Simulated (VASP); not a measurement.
# Zn (P6_3/mmc) in VASP: further runs

Runs on Zn. Level: PBEsol. Tasks: single point.

All numbers are computed with VASP 6.6.1; they aren't measurements. Logs are shortened: lines on timing, memory, paths and dates and some standing lists are left out, and cuts for length are marked.

### 1 The cell of the first run

Symmetry: P6_3/mmc, No. 194, hexagonal system. The conventional cell has a = 2.590 Å, b = 2.590 Å, c = 4.918 Å, α = 90.00°, β = 90.00°, γ = 120.00°. Within 3.4 Å of Zn (site symmetry -6m2) lie 12 Zn at 2.59 to 2.88 Å.

### 2 Single point, PBEsol

Input file INCAR:

```
SYSTEM = Zn
PREC = Accurate
ENCUT = 520
EDIFF = 1E-6
ISMEAR = -1
SIGMA = 0.1
LREAL = .False.
LASPH = .True.
NELM = 100
ALGO = Normal
ISIF = 2
LWAVE = .False.
LCHARG = .True.
GGA = PS
LELF = .True.
LVHAR = .True.
NBANDS = 19
```

Input file KPOINTS:

```
regular mesh
0
Gamma
  16 16 8
  0 0 0
```

Input file POSCAR:

```
Zn
1.0
    1.2948487935     -2.2427438984      0.0000000000
    1.2948487935      2.2427438984      0.0000000000
    0.0000000000      0.0000000000      4.9176337349
Zn
2
Direct
    0.6666666670      0.3333333330      0.2500000000
    0.3333333330      0.6666666670      0.7500000000
```

Potentials or basis: VASP PAW PBE potentials, release 64 (Zn).

Launch:

```sh
> cat potpaw_PBE.64/Zn/POTCAR > POTCAR
> mpirun -np 1 vasp_std > vasp.out
```

OUTCAR:

```text
SYSTEM = Zn
   PREC = Accurate
   ENCUT = 520
   EDIFF = 1E-6
   ISMEAR = -1
   LREAL = .False.
   LASPH = .True.
   NELM = 100
   ISIF = 2
   GGA = PS

 ion  position               nearest neighbor table
   1  0.667  0.333  0.250-   2 2.88   2 2.88   2 2.88   2 2.88   2 2.88   2 2.88
   2  0.333  0.667  0.750-   1 2.88   1 2.88   1 2.88   1 2.88   1 2.88   1 2.88

  LATTYP: Found a hexagonal cell.
 ALAT       =     2.5896975869
 C/A-ratio  =     1.8989220053

  Lattice vectors:

 A1 = (   1.2948487935,  -2.2427438984,   0.0000000000)
 A2 = (   1.2948487935,   2.2427438984,   0.0000000000)
 A3 = (   0.0000000000,   0.0000000000,   4.9176337349)

Analysis of symmetry for initial positions (statically):
=====================================================================
 Subroutine PRICEL returns:
 Original cell was already a primitive cell.

 Routine SETGRP: Setting up the symmetry group for a
 hexagonal supercell.

 Subroutine GETGRP returns: Found 24 space group operations
 (whereof 12 operations were pure point group operations)
 out of a pool of 24 trial point group operations.

The static configuration has the point symmetry D_3d.
 The point group associated with its full space group is D_6h.

Analysis of symmetry for dynamics (positions and initial velocities):
=====================================================================
 Subroutine PRICEL returns:
 Original cell was already a primitive cell.

 Routine SETGRP: Setting up the symmetry group for a
 hexagonal supercell.

 Subroutine GETGRP returns: Found 24 space group operations
 (whereof 12 operations were pure point group operations)
 out of a pool of 24 trial point group operations.

The dynamic configuration has the point symmetry D_3d.
 The point group associated with its full space group is D_6h.

 Subroutine INISYM returns: Found 24 space group operations
 (whereof 12 operations are pure point group operations),
 and found     1 'primitive' translations

----------------------------------------------------------------------------------------

                                     Primitive cell

  volume of cell :      28.5618

  direct lattice vectors                    reciprocal lattice vectors
     1.294848793 -2.242743898  0.000000000     0.386145473 -0.222941193  0.000000000
     1.294848793  2.242743898  0.000000000     0.386145473  0.222941193  0.000000000
     0.000000000  0.000000000  4.917633735     0.000000000  0.000000000  0.203349833

  length of vectors
     2.589697587  2.589697587  4.917633735     0.445882386  0.445882386  0.203349833

  position of ions in fractional coordinates (direct lattice)
     0.666666667  0.333333333  0.250000000
     0.333333333  0.666666667  0.750000000

  ion indices of the primitive-cell ions
   primitive index   ion index
                 1           1
                 2           2

----------------------------------------------------------------------------------------

 KPOINTS: regular mesh

Automatic generation of k-mesh.
 Grid dimensions read from file:
 generate k-points for:   16   16    8

 Generating k-lattice:

  Cartesian coordinates                     Fractional coordinates (reciprocal lattice)
     0.024134092 -0.013933825  0.000000000     0.062500000  0.000000000  0.000000000
     0.024134092  0.013933825  0.000000000     0.000000000  0.062500000  0.000000000
     0.000000000  0.000000000  0.025418729     0.000000000  0.000000000  0.125000000

  Length of vectors
     0.027867649  0.027867649  0.025418729

  Shift w.r.t. Gamma in fractional coordinates (k-lattice)
     0.000000000  0.000000000  0.000000000

 Subroutine IBZKPT returns following result:
 ===========================================

 Found    150 irreducible k-points:

 Following reciprocal coordinates:
            Coordinates               Weight
  0.000000  0.000000  0.000000      1.000000
  0.062500 -0.000000  0.000000      6.000000
  0.125000 -0.000000  0.000000      6.000000
  0.187500 -0.000000  0.000000      6.000000
  0.250000 -0.000000  0.000000      6.000000
  0.312500 -0.000000  0.000000      6.000000
[... 16 lines left out ...]
  0.187500  0.187500  0.000000      6.000000
  0.250000  0.187500  0.000000     12.000000
 [... further k-points ...]
   k-points           NKPTS =    150   k-points in BZ     NKDIM =    150   number of bands    NBANDS=     19
   number of dos      NEDOS =    301   number of ions     NIONS =      2
   total plane-waves  NPLWV =  16000
   dimension x,y,z NGX =    20 NGY =   20 NGZ =   40
   dimension x,y,z NGXF=    40 NGYF=   40 NGZF=   80
   ions per type =               2
   NGX,Y,Z   is equivalent  to a cutoff of  12.84, 12.84, 13.52 a.u.
   NGXF,Y,Z  is equivalent  to a cutoff of  25.68, 25.68, 27.04 a.u.
 SYSTEM =  Zn
   PREC   = accura    normal or accurate (medium, high low for compatibility)
   ISTART =      0    job   : 0-new  1-cont  2-samecut
   ICHARG =      2    charge: 1-file 2-atom 10-const
   ISPIN  =      1    spin polarized calculation?
   LNONCOLLINEAR =      F non collinear calculations
   LSORBIT =      F    spin-orbit coupling
   LASPH  =      T    aspherical Exc in radial PAW
   ENCUT  =  520.0 eV  38.22 Ry    6.18 a.u.   4.82  4.82  9.14*2*pi/ulx,y,z
   NELM   =    100;   NELMIN=  2; NELMDL= -5     # of ELM steps
   EDIFF  = 0.1E-05   stopping-criterion for ELM
   LREAL  =      F    real-space projection
   EDIFFG = 0.1E-04   stopping-criterion for IOM
   NSW    =      0    number of steps for IOM
   IBRION =     -1    ionic relax: 0-MD 1-quasi-New 2-CG
   NFREE  =      0    steps in history (QN), initial steepest desc. (CG)
   ISIF   =      2    stress and relaxation
   ISYM   =      2    0-nonsym 1-usesym 2-fastsym
   POTIM  = 0.5000    time-step for ionic-motion
   TEBEG  =    0.0;   TEEND  =   0.0 temperature during run
   PSTRESS=    0.0 pullay stress
   NELECT =      24.0000    total number of electrons
   NUPDOWN=      -1.0000    fix difference up-down
   EMIN   =  10.00;   EMAX   =-10.00  energy-range for DOS
   EFERMI =   0.00;   METHOD = LEGACY
   ISMEAR =    -1;   SIGMA  =   0.10  broadening in eV -4-tet -1-fermi 0-gaus
   EFERMI_NEDOS =   21; number of points for ismear=-14 and -15
   IALGO  =     38    algorithm
   IMIX   =      4    mixing-type and parameters
     AMIX     =   0.40;   BMIX     =  1.00
     AMIX_MAG =   1.60;   BMIX_MAG =  1.00
  volume/ion in A,a.u.               =      14.28        96.37
  Fermi-wavevector in a.u.,A,eV,Ry     =   1.544840  2.919325 32.470735  2.386532
  Thomas-Fermi vector in A             =   2.650304
   LORBIT       =      0    0 simple, 1 ext, 2 COOP (PROOUT), +10 PAW based schemes
   GGA     = PS    functional components
   LHFCALC =     F    Hartree Fock is set to
   AEXX    =    0.0000 exact exchange contribution
   IVDW    =     0    specifies the selected vdW correction
   LEPSILON=     F    determine dielectric tensor
   LRPA    =     F    only Hartree local field effects (RPA)
 non-spin polarized calculation
  energy-cutoff  :      520.00
  volume of cell :       28.56
 maximum number of plane-waves:       787
 NGX is ok and might be reduce to    20
   NGX =  9   NGY =  9   NGZ = 19

 number of electron      24.0000006 magnetization

 Free energy of the ion-electron system (eV)
  ---------------------------------------------------
  ext. energy  EPLUGINS =         0.00000000
  ---------------------------------------------------
  free energy    TOTEN  =        -3.17871655 eV

  energy without entropy =       -3.16811410  energy(sigma->0) =       -3.17341532

 E-fermi :   3.3418     XC(G=0): -12.0303

 val. band max:        3.2103802812   @ k =   0.3750   0.2500   0.3750
 cond. band min:       3.3752590148   @ k =   0.2500  -0.0000   0.1250
 fundamental gap:      0.1648787336
 Fermi energy:         3.3417749518

 k-point     1 :       0.0000    0.0000    0.0000
  band No.  band energies     occupation
      1      -7.5400      2.00000
      2      -5.5532      2.00000
      3      -4.7305      2.00000
      4      -4.4393      2.00000
      5      -4.4393      2.00000
      6      -4.3881      2.00000
[... 11 lines left out ...]
     18      23.4685      0.00000
     19      23.7335      0.00000

 k-point     2 :       0.0625   -0.0000    0.0000
  band No.  band energies     occupation
      1      -7.4167      2.00000
      2      -5.4930      2.00000
      3      -4.7149      2.00000
      4      -4.4544      2.00000
      5      -4.4077      2.00000
      6      -4.4035      2.00000
[... 11 lines left out ...]
     18      22.4319      0.00000
     19      24.8796      0.00000

 k-point     3 :       0.1250   -0.0000    0.0000
  band No.  band energies     occupation
      1      -7.0528      2.00000
      2      -5.3324      2.00000
      3      -4.6796      2.00000
      4      -4.4892      2.00000
      5      -4.4309      2.00000
      6      -4.3168      2.00000
[... 11 lines left out ...]
     18      21.3926      0.00000
     19      23.0812      0.00000

 k-point     4 :       0.1875   -0.0000    0.0000
  band No.  band energies     occupation
      1      -6.4756      2.00000
      2      -5.1438      2.00000
      3      -4.6486      2.00000
      4      -4.5314      2.00000
      5      -4.3836      2.00000
      6      -4.3701      2.00000
[... 11 lines left out ...]
     18      20.3301      0.00000
     19      20.4590      0.00000

 k-point     5 :       0.2500   -0.0000    0.0000
  band No.  band energies     occupation
      1      -5.7901      2.00000
      2      -5.0624      2.00000
      3      -4.5949      2.00000
      4      -4.5828      2.00000
      5      -4.4972      2.00000
      6      -4.2159      2.00000
[... 11 lines left out ...]
     18      19.5328      0.00000
     19      19.7466      0.00000
[... 334 lines left out ...]
      2      -5.0384      2.00000
      3      -4.9390      2.00000
      4      -4.4552      2.00000
      5      -4.2830      2.00000
      6      -4.2819      2.00000
[... 11 lines left out ...]
     18      16.5977      0.00000
     19      17.8390      0.00000

 k-point    22 :       0.4375    0.1250    0.0000
  band No.  band energies     occupation
      1      -5.1580      2.00000
      2      -5.0529      2.00000
      3      -4.9587      2.00000
      4      -4.4639      2.00000
      5      -4.3026      2.00000
      6      -4.2559      2.00000
[... 11 lines left out ...]
     18      16.4654      0.00000
     19      17.7321      0.00000

 k-point    23 :       0.1875    0.1875    0.0000
  band No.  band energies     occupation
      1      -4.9447      2.00000
      2      -4.7880      2.00000
      3      -4.7705      2.00000
      4      -4.7449      2.00000
      5      -4.5164      2.00000
      6      -4.3874      2.00000
[... 11 lines left out ...]
     18      16.1163      0.00000
     19      17.3172      0.00000

 k-point    24 :       0.2500    0.1875    0.0000
  band No.  band energies     occupation
      1      -4.8841      2.00000
      2      -4.8284      2.00000
      3      -4.8233      2.00000
      4      -4.4990      2.00000
      5      -4.4402      2.00000
      6      -4.4071      2.00000
[... 11 lines left out ...]
     18      15.0426      0.00000
     19      16.3029      0.00000

 [... further k-points ...]

------------------------ aborting loop because EDIFF is reached ----------------------------------------

  FORCE on cell =-STRESS in cart. coord.  units (eV):
  Direction    XX          YY          ZZ          XY          YZ          ZX
  --------------------------------------------------------------------------------------
  -------------------------------------------------------------------------------------
  Total        0.3243647      0.3243647     -0.3798754      0.0000000      0.0000000      0.0000000
  in kB       18.1953017     18.1953017    -21.3091851      0.0000000      0.0000000      0.0000000
  external PRESSURE =       5.0271394 kB  Pullay stress =       0.0000000 kB

 VOLUME and BASIS-vectors are now :
 -----------------------------------------------------------------------------
  energy-cutoff  :      520.00
  volume of cell :       28.56
      direct lattice vectors                 reciprocal lattice vectors
     1.294848793 -2.242743898  0.000000000     0.386145473 -0.222941193  0.000000000
     1.294848793  2.242743898  0.000000000     0.386145473  0.222941193  0.000000000
     0.000000000  0.000000000  4.917633735     0.000000000  0.000000000  0.203349833

 POSITION                                       TOTAL-FORCE (eV/Angst)
 -----------------------------------------------------------------------------------
      1.29485     -0.74758      1.22941        -0.000000     -0.000000      0.000000
      1.29485      0.74758      3.68823         0.000000      0.000000      0.000000
 -----------------------------------------------------------------------------------
    total drift:                               -0.000000      0.000000      0.000000

  FREE ENERGIE OF THE ION-ELECTRON SYSTEM (eV)
  ---------------------------------------------------
  free  energy   TOTEN  =        -3.1787165470 eV

  energy  without entropy=       -3.1681141014  energy(sigma->0) =       -3.17341532
```

Wall time 2.5 min (1 thread of AMD EPYC 7R13, shared host); peak memory 0.16 GiB.

What came out:

```yaml
Free_energy: -3.1787 eV
Pressure: 0.5 GPa
Band_gap_on_the_k_mesh: zero (band 12 reaches 4.57 eV, above the bottom of band 13 at 0.15 eV)
```

Caveat: the PAW data sets were made with another functional, which shifts forces and pressure a little.

### 3 Single point, PBEsol

Input file INCAR:

```
  PREC = Accurate
  ENCUT = 520
  EDIFF = 1E-6
  ISMEAR = -1
  SIGMA = 0.1
  LREAL = False
  LASPH = True
  NELM = 60
  ALGO = Normal
  ISIF = 2
  LWAVE = False
  LCHARG = True
  GGA = PS
  LELF = True
  LVHAR = True
  NBANDS = 19
```

Input file KPOINTS:

```
Automatic mesh
0
Gamma
  18 18 10
```

Input file POSCAR:

```
Zn
1.0
    2.5896975869      0.0000000000      0.0000000000
   -1.2948487935      2.2427438984      0.0000000000
    0.0000000000      0.0000000000      4.9176337349
Zn
2
Direct
    0.3333333333      0.6666666667      0.2500000000
    0.6666666667      0.3333333333      0.7500000000
```

Potentials or basis: VASP PAW PBE potentials, release 64 (Zn).

Launch:

```sh
> cat potpaw_PBE.64/Zn/POTCAR > POTCAR
> mpirun -np 1 vasp_std > vasp.out
```

Wall time 3.7 min (1 thread of AMD EPYC 7R13, shared host); peak memory 0.18 GiB.

It converged, with:

| Quantity | Value |
| --- | --- |
| Free energy | -3.1786 eV |
| Pressure | 0.5 GPa |
| Band gap on the k mesh | zero (band 12 reaches 5.15 eV, above the bottom of band 13 at 0.15 eV) |

Stress tensor (GPa, compression positive):
```
0.60 0.00 0.00
0.00 0.60 0.00
0.00 0.00 0.31
```

Levels at points of the mesh, in eV from the Fermi level:
| k point | band 9 | band 10 | band 11 | band 12 | band 13 | band 14 | band 15 | band 16 |
| --- | --- | --- | --- | --- | --- | --- | --- | --- |
| (0.00, 0.00, 0.00) | -7.37 | -7.16 | -7.16 | -4.07 | -3.24 | 13.41 | 17.27 | 18.74 |
| (0.50, 0.00, 0.00) | -6.94 | -6.92 | -2.97 | -2.09 | 2.64 | 3.61 | 4.37 | 5.83 |
| (0.00, 0.00, 0.50) | -7.25 | -7.25 | -7.25 | -7.25 | 4.35 | 4.35 | 20.07 | 20.07 |
| (0.50, 0.00, 0.50) | -6.93 | -6.93 | -2.03 | -2.03 | 0.36 | 0.36 | 10.24 | 10.24 |

Caveat: the PAW data sets were made with another functional, which shifts forces and pressure a little.
